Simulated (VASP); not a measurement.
Write the native input for VASP 6.6.1 that does the following.

| Item | Value |
| --- | --- |
| Task | single point |
| Functional | PBE |
| Potentials or basis | VASP PAW PBE potentials, release 64 (Sb) |
| Cutoff | 520 eV |
| k mesh | 40 × 40 × 40 |
| Occupations | fermi-dirac, width 0.0612256 eV |
| Spin | no spin polarisation |
| Dipole correction | no |
| Further INCAR settings | ALGO = Normal; EDIFF = 1e-06; NBANDS = 8 |

The structure of Sb lies in POSCAR:

```
Sb
1.0
   -1.8937967127      1.8937967127      1.8937967127
    1.8937967127     -1.8937967127      1.8937967127
    1.8937967127      1.8937967127     -1.8937967127
Sb
1
Direct
    0.0000000000      0.0000000000      0.0000000000
```

This isn't the form of Sb at room conditions, which is rhombohedral.

These files were run (other wordings do the same):

INCAR

```
SYSTEM = Sb
PREC     = Accurate       ! precision mode
ENCUT    = 520            ! plane-wave cutoff, eV
EDIFF    = 1E-6           ! SCF threshold, eV
ISMEAR   = -1             ! smearing method
SIGMA    = 0.06122561905347299 ! smearing width, eV
LREAL    = .FALSE.        ! projectors in reciprocal space
LASPH    = .TRUE.         ! aspherical terms in the spheres
NELM     = 60             ! most SCF steps
ALGO     = Normal         ! electronic algorithm
ISIF     = 2              ! what is computed and relaxed
LWAVE    = .FALSE.        ! write WAVECAR
LCHARG   = .FALSE.        ! write CHGCAR
GGA      = PE             ! functional
NBANDS   = 8              ! bands
```

KPOINTS

```
Automatic mesh
0
G
  40 40 40
  0 0 0
```

Potentials or basis: VASP PAW PBE potentials, release 64 (Sb).

Command:

```console
$ cat potpaw_PBE.64/Sb/POTCAR > POTCAR
$ mpirun -np 1 vasp_std > vasp.out
```

Results of the run:

The pressure is 0.0 GPa and the band gap on the k mesh is zero (an odd number of electrons rules out a gap without spin polarisation).

Caveat: spin-orbit coupling is left out, which moves the levels of the heavy elements.

Run time: 85 s on 1 thread of Intel(R) Xeon(R) 6975P-C (Granite Rapids) (shared host), peak memory 0.44 GiB.
